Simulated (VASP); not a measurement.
Here is a VASP 6.6.1 calculation.

Contents of INCAR:

```
PREC = Accurate
ENCUT = 520
EDIFF = 1E-6
ISMEAR = -1
SIGMA = 0.05
LREAL = F
LASPH = T
NELM = 100
ALGO = Normal
ISIF = 2
LWAVE = F
LCHARG = F
GGA = RP
IVDW = 13
NBANDS = 16
```

Contents of KPOINTS:

```
Automatic mesh
0
Gamma
  9 9 9
```

The input POSCAR:

```
ZnS
1.0
    0.0000000000      2.6804391263      2.6804391263
    2.6804391263      0.0000000000      2.6804391263
    2.6804391263      2.6804391263      0.0000000000
Zn S
1 1
Direct
    0.7500000000      0.7500000000      0.7500000000
    0.0000000000      0.0000000000      0.0000000000
```

Potentials or basis: VASP PAW PBE potentials, release 64 (Zn, S).

Command:

```console
$ cat potpaw_PBE.64/Zn/POTCAR potpaw_PBE.64/S/POTCAR > POTCAR
$ mpirun -np 1 vasp_std > vasp.out
```

Question: What does it give for the dispersion energy per atom?

Answer: -0.616 eV.

Question: Predict the pressure.

Answer: 0.2 GPa.

Question: Estimate the band gap on the k mesh.

Answer: 2.39 eV, direct.

Caveat: the PAW data sets were made with another functional, which shifts forces and pressure a little.

**Experimental background.**

From “Electronic, vibrational, and thermodynamic properties of ZnS (zincblende and rocksalt structure)”, 2009, arxiv:0911.5022, for a bulk crystal of ZnS at 19 K: band gap 3.85 eV (direct).

Against the measured gap of ZnS, 3.85 eV (direct; 19 K; quoted in “Electronic, vibrational, and thermodynamic properties of ZnS (zincblende and rocksalt structure)”, 2009, arxiv:0911.5022), the calculated 2.39 eV is off by -1.46 eV. The value is that of RPBE+D4, without temperature or zero-point motion. Semilocal functionals fall short of measured gaps as a rule.
